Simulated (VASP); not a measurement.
A run of VASP 6.6.1 is set up as follows.

Contents of INCAR:

```
PREC = Accurate ; ENCUT = 520
EDIFF = 1E-6 ; ISMEAR = 0
SIGMA = 0.022 ; LREAL = False
LASPH = True ; NELM = 100
ALGO = Normal ; ISIF = 2
LWAVE = False ; LCHARG = False
GGA = PE ; NBANDS = 12
```

The input KPOINTS:

```
regular mesh
0
Gamma
  11 11 11
```

POSCAR

```
Ta
1.0
   -1.6512800000      1.6512800000      1.6512800000
    1.6512800000     -1.6512800000      1.6512800000
    1.6512800000      1.6512800000     -1.6512800000
Ta
1
Direct
    0.0000000000      0.0000000000      0.0000000000
```

Potentials or basis: VASP PAW PBE potentials, release 64 (Ta_pv).

The run is started by

```console
$ cat potpaw_PBE.64/Ta_pv/POTCAR > POTCAR
$ mpirun -np 1 vasp_std > vasp.out
```

(1) Estimate the pressure.

Answers

(1) 2.2 GPa.
